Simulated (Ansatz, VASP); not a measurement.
One calculation of Ge, two programs

The input INCAR:

```
SYSTEM = Ge
PREC = Accurate ; ENCUT = 520
EDIFF = 1E-8 ; ISMEAR = -1
SIGMA = 0.05 ; LREAL = .FALSE.
LASPH = .TRUE. ; NELM = 80
ALGO = Normal ; ISIF = 2
LWAVE = .FALSE. ; LCHARG = .FALSE.
GGA = PS ; LEFG = .TRUE.
NBANDS = 36
```

The input KPOINTS:

```
Automatic mesh
0
G
  11 11 6
  0 0 0
```

Contents of POSCAR:

```
Ge
1.0
    4.0759897844      0.0000000000      0.0000000000
   -2.0379948922      3.5299106989      0.0000000000
    0.0000000000      0.0000000000      6.7288103778
Ge
4
Direct
    0.6666666667      0.3333333333      0.0629012500
    0.3333333333      0.6666666667      0.5629012500
    0.6666666667      0.3333333333      0.4370987500
    0.3333333333      0.6666666667      0.9370987500
```

Input for Ansatz:

```yaml
crystal:
  lattice:
    - [4.0759897844, 0.0, 0.0]
    - [-2.0379948922, 3.5299106989, 0.0]
    - [0.0, 0.0, 6.7288103778]
  atoms:
    - { symbol: Ge, position: [0.6666666667, 0.3333333333, 0.06290125] }
    - { symbol: Ge, position: [0.3333333333, 0.6666666667, 0.56290125] }
    - { symbol: Ge, position: [0.6666666667, 0.3333333333, 0.43709875] }
    - { symbol: Ge, position: [0.3333333333, 0.6666666667, 0.93709875] }
kpoints:
  mp_grid: { grid: [11, 11, 6] }
scf:
  occupations: { method: fermi_dirac, width: 0.05 }
hamiltonian:
  xc: pbesol
  pseudopotentials: { kind: all_electron, datasets: crystal }
output:
  forces: true
  stress: true
  eigenvalues: true
  efg: { contact_densities: true }
```

Change from the starting cell: volume scaled by 1.06, crystal datasets.

Alike in both runs: task electric field gradients; functional PBEsol; k mesh 11 × 11 × 6; occupations fermi-dirac, width 0.05 eV; no spin polarisation.

```csv
,VASP,Ansatz
version,VASP 6.6.1,Ansatz 0.2.0
potentials or method,"VASP PAW PBE potentials, release 64 (Ge_d), cutoff 520 eV","all-electron PAW with datasets made for the crystal, scalar-relativistic"
```

VASP gave:

* pressure (GPa): -3.5
* traceless stress, the component that is largest in VASP (GPa): -0.09
* rms of the force components (eV/Å): 0.011
* size of Vzz on the site where it differs most (V/Å²): 6.8

Task: Which values does Ansatz return?

Result: Pressure (GPa): -3.5; traceless stress, the component that is largest in VASP (GPa): -0.09; rms of the force components (eV/Å): 0.012; size of Vzz on the site where it differs most (V/Å²): 6.9.

VASP's potentials were made for PBE, not for PBEsol. Atom by atom the forces differ by 0.000 eV/Å (rms over components). Ansatz ran all-electron here, and VASP with PAW potentials.
